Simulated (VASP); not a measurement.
A run of VASP 6.6.1:

File INCAR:

```
SYSTEM = MgCd2Se3
PREC = Accurate ; ENCUT = 520
EDIFF = 1E-6 ; ISMEAR = 0
SIGMA = 0.1 ; LREAL = .FALSE.
LASPH = .TRUE. ; NELM = 60
ALGO = Normal ; ISIF = 2
LWAVE = .FALSE. ; LCHARG = .TRUE.
GGA = PE ; LELF = .TRUE.
LVHAR = .TRUE. ; NBANDS = 56
```

File KPOINTS:

```
regular mesh
0
G
  6 6 1
  0 0 0
```

File POSCAR:

```
MgCd2Se3
1.0
    4.3435967000      0.0000000000      0.0000000000
   -2.1717984000      3.7616651000      0.0000000000
    0.0000000000      0.0000000000     21.1619990000
Mg Cd Se
2 4 6
Direct
    0.0000000000      0.0000000000      0.1691190000
    0.6666667000      0.3333333000      0.3283900000
    0.0000000000      0.0000000000      0.4950000000
    0.0000000000      0.0000000000      0.8353790000
    0.6666667000      0.3333333000      0.6651300000
    0.6666667000      0.3333333000      0.0059280000
    0.0000000000      0.0000000000      0.2918930000
    0.0000000000      0.0000000000      0.6219270000
    0.0000000000      0.0000000000      0.9624150000
    0.6666667000      0.3333333000      0.1328690000
    0.6666667000      0.3333333000      0.4515130000
    0.6666667000      0.3333333000      0.7921570000
```

Potentials or basis: VASP PAW PBE potentials, release 64 (Mg, Cd, Se).

Command:

```sh
$ cat potpaw_PBE.64/Mg/POTCAR potpaw_PBE.64/Cd/POTCAR potpaw_PBE.64/Se/POTCAR > POTCAR
$ mpirun -np 1 vasp_std > vasp.out
```

Hardware: 1 thread of Intel(R) Xeon(R) Platinum 8259CL CPU @ 2.50GHz (Skylake/Cascade Lake), on a shared host.

Problem. How long does it take, and how much memory?

Solution. Run time: 3.1 min on 1 thread of Intel(R) Xeon(R) Platinum 8259CL CPU @ 2.50GHz (Skylake/Cascade Lake), on a shared host, peak memory 0.46 GiB. Counts: scf iterations 15, k points 7.
